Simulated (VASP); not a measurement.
## NiO: single point with PBEsol+U

The system is NiO.

```
CELL_PARAMETERS angstrom
0.00000 2.09131 2.09131
2.09131 0.00000 2.09131
2.09131 2.09131 0.00000
ATOMIC_POSITIONS crystal
Ni 0.00000 0.00000 0.00000
O 0.50000 0.50000 0.50000
```

* Program: VASP 6.6.1
* Task: single point
* Functional: PBEsol
* Potentials or basis: VASP PAW PBE potentials, release 64 (Ni, O)
* Cutoff: 520 eV
* k mesh: 8 × 8 × 8
* Occupations: gaussian, width 0.05 eV
* Spin: collinear spin, ferromagnetic start
* Starting moments: [1.83, 0.29] μB
* Hubbard terms: Ni d U = 4.0 eV
* Dipole correction: no
* Further INCAR settings: ALGO = Normal; EDIFF = 1e-07; NBANDS = 19

```
Pressure                                              : -5.9 GPa
Band gap on the k mesh                                : 1.16 eV, indirect (least direct gap 2.08 eV)
Net moment                                            : 2.00 μB per cell
Site moments                                          : Ni +1.74; O +0.24 μB
Valence electrons inside the program's atomic spheres : Ni 8.99; O 4.99
```

Levels at points of the mesh, in eV from the valence-band top:
Spin up:
| k point | band 7 | band 8 | band 9 | band 10 | band 11 | band 12 |
| --- | --- | --- | --- | --- | --- | --- |
| (0.00, 0.00, 0.00) | -1.97 | -1.97 | -1.97 | 2.20 | 18.17 | 18.17 |
| (0.50, 0.00, 0.00) | -2.58 | 0.00 | 0.00 | 6.17 | 10.62 | 14.47 |
| (0.50, 0.50, 0.00) | -3.33 | -3.25 | -3.25 | 6.59 | 11.31 | 11.63 |
Spin down:
| k point | band 5 | band 6 | band 7 | band 8 | band 9 | band 10 |
| --- | --- | --- | --- | --- | --- | --- |
| (0.00, 0.00, 0.00) | -1.49 | -1.49 | -1.49 | 1.16 | 1.16 | 2.58 |
| (0.50, 0.00, 0.00) | -1.86 | -1.86 | -1.54 | 3.74 | 3.74 | 6.37 |
| (0.50, 0.50, 0.00) | -2.89 | -2.10 | -2.10 | 1.60 | 2.10 | 7.17 |

Eigenvalues of the final occupation matrices:
```
    site  spin  trace               eigenvalues
site 1 d     1   4.98  0.98 0.98 0.98 1.03 1.03
site 1 d     2   3.27  0.17 0.17 0.97 0.97 0.97
```

It took 9.2 s on 1 thread of Intel(R) Xeon(R) 6975P-C (Granite Rapids), with other jobs on the host, peak memory 0.15 GiB.

Caveat: the PAW data sets were made with another functional, which shifts forces and pressure a little; a cell with one magnetic atom can't hold antiferromagnetic order, which such compounds often take. A k mesh can miss the band edges.
